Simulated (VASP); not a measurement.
# Ba4Ti4NO12F3 in VASP: single point with PBE

Aim: the single point of Ba4Ti4NO12F3 with PBE.

All numbers are computed with VASP 6.6.1; they aren't measurements. Logs are shortened: lines on timing, memory, paths and dates and some standing lists are left out, and cuts for length are marked.

## (1) The cell of the first run

The cell holds a slab with vacuum, 24 atoms: a = 5.674 Å, b = 5.690 Å, c = 16.978 Å, α = 90.00°, β = 90.00°, γ = 90.00°.

## (2) Single point, PBE

File INCAR:

```
PREC = Accurate
ENCUT = 520
EDIFF = 1E-6
ISMEAR = 0
SIGMA = 0.05
LREAL = Auto
LASPH = T
NELM = 60
ALGO = Normal
ISIF = 2
LWAVE = F
LCHARG = F
GGA = PE
NBANDS = 111
```

File KPOINTS:

```
regular mesh
0
Gamma
  2 2 1
```

File POSCAR:

```
Ba4Ti4NO12F3
1.0
    5.6738000000      0.0000000000      0.0000000000
    0.0000000000      5.6903000000      0.0000000000
    0.0000000000      0.0000000000     16.9782500000
Ba Ti O N F
4 4 12 1 3
Direct
    0.0000000000      0.0000000000      0.0588989000
    0.5000000000      0.5000000000      0.0588989000
    0.0001294833     -0.0017056607      0.2997701825
    0.4997907793      0.4978089432      0.2998513143
    0.4999468160      0.0109824962      0.1690396915
    0.0000140696      0.5110909840      0.1693099835
    0.5000345645      0.0119677126      0.4038466271
   -0.0002113154      0.5129640171      0.4047948584
    0.5000000000      0.9874000000      0.0588989000
    0.2513056562      0.2306231859      0.1714611432
    0.7486645555      0.2305230035      0.1715107814
    0.0000000000      0.4874000000      0.0588989000
    0.7511402584      0.7305926349      0.1715113031
    0.2487174911      0.7307108202      0.1714579376
    0.4997112347      0.9853891171      0.2940871179
    0.2551482996      0.2185621824      0.4128963956
    0.7444630207      0.2190842973      0.4125825822
    0.0001538420      0.4857134721      0.2943168591
    0.7544868539      0.7197639363      0.4129609930
    0.2450121052      0.7197558849      0.4131929558
    0.0168724243      0.4742156844      0.5639437938
   -0.0548405867      0.6765402997      0.6037854455
   -0.1174826864      0.3010396141      0.6006420987
    0.2390985465      0.4351289395      0.5957959950
```

Potentials or basis: VASP PAW PBE potentials, release 64 (Ba_sv, Ti_sv, O, N, F).

Launch:

```
$ cat potpaw_PBE.64/Ba_sv/POTCAR potpaw_PBE.64/Ti_sv/POTCAR potpaw_PBE.64/O/POTCAR potpaw_PBE.64/N/POTCAR potpaw_PBE.64/F/POTCAR > POTCAR
$ mpirun -np 1 vasp_std > vasp.out
```

OUTCAR:

```text
PREC = Accurate
   ENCUT = 520
   EDIFF = 1E-6
   ISMEAR = 0
   LREAL = Auto
   LASPH = T
   NELM = 60
   ISIF = 2
   GGA = PE

 ion  position               nearest neighbor table
   1  0.000  0.000  0.059-  10 2.72  11 2.72  12 2.77  14 2.83  13 2.83   9 2.84   9 2.84  12 2.92
                             6 3.35   5 3.40   5 3.40   6 3.46   2 4.02   2 4.02   2 4.02   2 4.02
   2  0.500  0.500  0.059-  13 2.72  14 2.72   9 2.77  10 2.83  11 2.83  12 2.84  12 2.84   9 2.92
                             5 3.35   6 3.40   6 3.40   5 3.46   1 4.02   1 4.02   1 4.02   1 4.02
   3  0.000  0.998  0.300-  17 2.71  16 2.71  18 2.78  15 2.84  15 2.84  19 2.85  20 2.85  18 2.92
                            11 2.92  10 2.92  14 3.01  13 3.01   8 3.29   7 3.34   7 3.34   8 3.43
   4  0.500  0.498  0.300-  19 2.72  20 2.72  15 2.78  18 2.84  18 2.84  17 2.85  16 2.85  15 2.92
                            13 2.92  14 2.92  10 3.01  11 3.01   7 3.28   8 3.35   8 3.35   7 3.42
   5  0.500  0.011  0.169-   9 1.87  11 1.89  10 1.89  15 2.13  14 2.14  13 2.14   2 3.35   1 3.40
                             1 3.40   2 3.46   4 3.55   3 3.60   3 3.60   4 3.67
   6  0.000  0.511  0.169-  12 1.88  14 1.89  13 1.89  18 2.13  10 2.14  11 2.14   1 3.35   2 3.40
                             2 3.40   1 3.46   3 3.55   4 3.60   4 3.60   3 3.66
   7  0.500  0.012  0.404-  17 1.83  16 1.83  15 1.87  19 2.21  20 2.21   4 3.28   3 3.34   3 3.34
                             4 3.42
   8  1.000  0.513  0.405-  20 1.83  19 1.83  18 1.88  17 2.22  16 2.22   3 3.29   4 3.35   4 3.35
                             3 3.43
   9  0.500  0.987  0.059-   5 1.87   2 2.77   1 2.84   1 2.84   2 2.92
  10  0.251  0.231  0.171-   5 1.89   6 2.14   1 2.72   2 2.83   3 2.92   4 3.01
  11  0.749  0.231  0.172-   5 1.89   6 2.14   1 2.72   2 2.83   3 2.92   4 3.01
  12  0.000  0.487  0.059-   6 1.88   1 2.77   2 2.84   2 2.84   1 2.92
  13  0.751  0.731  0.172-   6 1.89   5 2.14   2 2.72   1 2.83   4 2.92   3 3.01
  14  0.249  0.731  0.171-   6 1.89   5 2.14   2 2.72   1 2.83   4 2.92   3 3.01
  15  0.500  0.985  0.294-   7 1.87   5 2.13   4 2.78   3 2.84   3 2.84   4 2.92
  16  0.255  0.219  0.413-   7 1.83   8 2.22   3 2.71   4 2.85
  17  0.744  0.219  0.413-   7 1.83   8 2.22   3 2.71   4 2.85
  18  0.000  0.486  0.294-   8 1.88   6 2.13   3 2.78   4 2.84   4 2.84   3 2.92
  19  0.754  0.720  0.413-   8 1.83   7 2.21   4 2.72   3 2.85
  20  0.245  0.720  0.413-   8 1.83   7 2.21   4 2.72   3 2.85
  21  0.017  0.474  0.564-  24 1.39  23 1.39  22 1.40
  22  0.945  0.677  0.604-  21 1.40
  23  0.883  0.301  0.601-  21 1.39
  24  0.239  0.435  0.596-  21 1.39

  LATTYP: Found a simple orthorhombic cell.
 ALAT       =     5.6738000000
 B/A-ratio  =     1.0029081039
 C/A-ratio  =     2.9923948676

  Lattice vectors:

 A1 = (   5.6738000000,   0.0000000000,   0.0000000000)
 A2 = (   0.0000000000,   5.6903000000,   0.0000000000)
 A3 = (   0.0000000000,   0.0000000000,  16.9782500000)

Analysis of symmetry for initial positions (statically):
=====================================================================
 Subroutine PRICEL returns:
 Original cell was already a primitive cell.

 Routine SETGRP: Setting up the symmetry group for a
 simple orthorhombic supercell.

 Subroutine GETGRP returns: Found  1 space group operations
 (whereof  1 operations were pure point group operations)
 out of a pool of  8 trial point group operations.

The static configuration has the point symmetry C_1 .

Analysis of symmetry for dynamics (positions and initial velocities):
=====================================================================
 Subroutine PRICEL returns:
 Original cell was already a primitive cell.

 Routine SETGRP: Setting up the symmetry group for a
 simple orthorhombic supercell.

 Subroutine GETGRP returns: Found  1 space group operations
 (whereof  1 operations were pure point group operations)
 out of a pool of  8 trial point group operations.

The dynamic configuration has the point symmetry C_1 .

 Subroutine INISYM returns: Found  1 space group operations
 (whereof  1 operations are pure point group operations),
 and found     1 'primitive' translations

----------------------------------------------------------------------------------------

                                     Primitive cell

  volume of cell :     548.1534

  direct lattice vectors                    reciprocal lattice vectors
[... 57 lines left out ...]
                23          23
                24          24

----------------------------------------------------------------------------------------

 KPOINTS: regular mesh

Automatic generation of k-mesh.
 Grid dimensions read from file:
 generate k-points for:    2    2    1

 Generating k-lattice:

  Cartesian coordinates                     Fractional coordinates (reciprocal lattice)
     0.088124361  0.000000000  0.000000000     0.500000000  0.000000000  0.000000000
     0.000000000  0.087868829  0.000000000     0.000000000  0.500000000  0.000000000
     0.000000000  0.000000000  0.058898885     0.000000000  0.000000000  1.000000000

  Length of vectors
     0.088124361  0.087868829  0.058898885

  Shift w.r.t. Gamma in fractional coordinates (k-lattice)
     0.000000000  0.000000000  0.000000000

 Subroutine IBZKPT returns following result:
 ===========================================

 Found      4 irreducible k-points:

 Following reciprocal coordinates:
            Coordinates               Weight
  0.000000  0.000000  0.000000      1.000000
  0.500000  0.000000  0.000000      1.000000
  0.000000  0.500000  0.000000      1.000000
  0.500000  0.500000  0.000000      1.000000
   k-points           NKPTS =      4   k-points in BZ     NKDIM =      4   number of bands    NBANDS=    111
   number of dos      NEDOS =    301   number of ions     NIONS =     24
   total plane-waves  NPLWV = 222264
   dimension x,y,z NGX =    42 NGY =   42 NGZ =  126
   dimension x,y,z NGXF=    84 NGYF=   84 NGZF=  252
   ions per type =               4   4  12   1   3
   NGX,Y,Z   is equivalent  to a cutoff of  12.31, 12.27, 12.34 a.u.
   NGXF,Y,Z  is equivalent  to a cutoff of  24.61, 24.54, 24.68 a.u.
 SYSTEM =  unknown system
   PREC   = accura    normal or accurate (medium, high low for compatibility)
   ISTART =      0    job   : 0-new  1-cont  2-samecut
   ICHARG =      2    charge: 1-file 2-atom 10-const
   ISPIN  =      1    spin polarized calculation?
   LNONCOLLINEAR =      F non collinear calculations
   LSORBIT =      F    spin-orbit coupling
   LASPH  =      T    aspherical Exc in radial PAW
   ENCUT  =  520.0 eV  38.22 Ry    6.18 a.u.  10.55 10.58 31.57*2*pi/ulx,y,z
   NELM   =     60;   NELMIN=  2; NELMDL= -5     # of ELM steps
   EDIFF  = 0.1E-05   stopping-criterion for ELM
   LREAL  =      T    real-space projection
   EDIFFG = 0.1E-04   stopping-criterion for IOM
   NSW    =      0    number of steps for IOM
   IBRION =     -1    ionic relax: 0-MD 1-quasi-New 2-CG
   NFREE  =      0    steps in history (QN), initial steepest desc. (CG)
   ISIF   =      2    stress and relaxation
   ISYM   =      2    0-nonsym 1-usesym 2-fastsym
   POTIM  = 0.5000    time-step for ionic-motion
   TEBEG  =    0.0;   TEEND  =   0.0 temperature during run
   PSTRESS=    0.0 pullay stress
   NELECT =     186.0000    total number of electrons
   NUPDOWN=      -1.0000    fix difference up-down
   EMIN   =  10.00;   EMAX   =-10.00  energy-range for DOS
   EFERMI =   0.00;   METHOD = LEGACY
   ISMEAR =     0;   SIGMA  =   0.05  broadening in eV -4-tet -1-fermi 0-gaus
   EFERMI_NEDOS =   21; number of points for ismear=-14 and -15
   IALGO  =     38    algorithm
   IMIX   =      4    mixing-type and parameters
     AMIX     =   0.40;   BMIX     =  1.00
     AMIX_MAG =   1.60;   BMIX_MAG =  1.00
  volume/ion in A,a.u.               =      22.84       154.13
  Fermi-wavevector in a.u.,A,eV,Ry     =   1.141857  2.157797 17.739790  1.303838
  Thomas-Fermi vector in A             =   2.278556
   LORBIT       =      0    0 simple, 1 ext, 2 COOP (PROOUT), +10 PAW based schemes
   GGA     = PE    functional components
   LHFCALC =     F    Hartree Fock is set to
   AEXX    =    0.0000 exact exchange contribution
   IVDW    =     0    specifies the selected vdW correction
   LEPSILON=     F    determine dielectric tensor
   LRPA    =     F    only Hartree local field effects (RPA)
 non-spin polarized calculation
 Gauss-broadening in eV      SIGMA  =   0.05
  energy-cutoff  :      520.00
  volume of cell :      548.15
 maximum number of plane-waves:     14799
   NGX = 21   NGY = 21   NGZ = 63

 number of electron     185.9999989 magnetization

 Free energy of the ion-electron system (eV)
  ---------------------------------------------------
  ext. energy  EPLUGINS =         0.00000000
  ---------------------------------------------------
  free energy    TOTEN  =      -172.38880767 eV

  energy without entropy =     -172.38880767  energy(sigma->0) =     -172.38880767

 E-fermi :   0.9652     XC(G=0):  -6.9777

 val. band max:        0.6998780461   @ k =   0.0000   0.0000   0.0000
 cond. band min:       2.2058909178   @ k =   0.0000   0.0000   0.0000
 fundamental gap:      1.5060128717
 Fermi energy:         0.9652077625

 k-point     1 :       0.0000    0.0000    0.0000
  band No.  band energies     occupation
      1     -56.5706      2.00000
      2     -56.5684      2.00000
      3     -55.9668      2.00000
      4     -55.9386      2.00000
      5     -32.8849      2.00000
      6     -32.8832      2.00000
[... 421 lines left out ...]
    104       3.7130      0.00000
    105       4.0268      0.00000
 [bands above 105 left out]

------------------------ aborting loop because EDIFF is reached ----------------------------------------

  FORCE on cell =-STRESS in cart. coord.  units (eV):
  Direction    XX          YY          ZZ          XY          YZ          ZX
  --------------------------------------------------------------------------------------
  -------------------------------------------------------------------------------------
  Total        1.8130672      2.5087912      1.9487893      0.0307621      0.2264235      0.0066766
  in kB        5.2993472      7.3328531      5.6960444      0.0899134      0.6618049      0.0195148
  external PRESSURE =       6.1094149 kB  Pullay stress =       0.0000000 kB

 VOLUME and BASIS-vectors are now :
 -----------------------------------------------------------------------------
  energy-cutoff  :      520.00
  volume of cell :      548.15
      direct lattice vectors                 reciprocal lattice vectors
     5.673800000  0.000000000  0.000000000     0.176248722  0.000000000  0.000000000
     0.000000000  5.690300000  0.000000000     0.000000000  0.175737659  0.000000000
     0.000000000  0.000000000 16.978250000     0.000000000  0.000000000  0.058898885

 POSITION                                       TOTAL-FORCE (eV/Angst)
 -----------------------------------------------------------------------------------
      0.00000      0.00000      1.00000        -0.001412      0.025292      0.108727
      2.83690      2.84515      1.00000         0.000730      0.023719      0.109270
      0.00073      5.68059      5.08957        -0.008980     -0.033401     -0.073585
      2.83571      2.83268      5.09095         0.005785     -0.038525     -0.072876
      2.83660      0.06249      2.87000         0.004836     -0.061038      0.070058
      0.00008      2.90826      2.87459        -0.005421     -0.058080      0.065838
[... 16 lines left out ...]
      5.00723      1.71301     10.19785        -0.221630     -0.285627      0.159140
      1.35660      2.47601     10.11557         0.352627     -0.059681      0.132765
 -----------------------------------------------------------------------------------
    total drift:                               -0.001775     -0.014225      0.019425

  FREE ENERGIE OF THE ION-ELECTRON SYSTEM (eV)
  ---------------------------------------------------
  free  energy   TOTEN  =      -172.3888076743 eV

  energy  without entropy=     -172.3888076743  energy(sigma->0) =     -172.38880767
```

It took 10 min on 1 thread of Intel Xeon Platinum 8488C (Sapphire Rapids), shared host; peak memory 0.6 GiB.

Results:

```
Free energy            : -172.3888 eV
Largest force          : 0.467 eV/Å
Band gap on the k mesh : 1.51 eV
```

Forces in eV/Å, atoms in the order of the input:
```
Ba  -0.001  0.025  0.109
Ba   0.001  0.024  0.109
Ba  -0.009 -0.033 -0.074
Ba   0.006 -0.039 -0.073
Ti   0.005 -0.061  0.070
Ti  -0.005 -0.058  0.066
Ti   0.011 -0.104  0.109
Ti  -0.009 -0.112  0.089
O    0.000 -0.047 -0.394
O   -0.020  0.040  0.042
O    0.019  0.040  0.040
O   -0.002 -0.048 -0.355
O   -0.019  0.039  0.040
O    0.020  0.039  0.041
O   -0.001  0.011 -0.067
O   -0.045  0.069  0.077
O    0.042  0.070  0.076
O    0.000  0.018 -0.057
O   -0.039  0.061  0.078
O    0.043  0.063  0.076
N   -0.018  0.028 -0.465
F   -0.111  0.321  0.171
F   -0.222 -0.286  0.159
F    0.353 -0.060  0.133
```

Caveat: the k points lie up to 0.55 Å⁻¹ apart; spin-orbit coupling is left out, which moves the levels of the heavy elements.
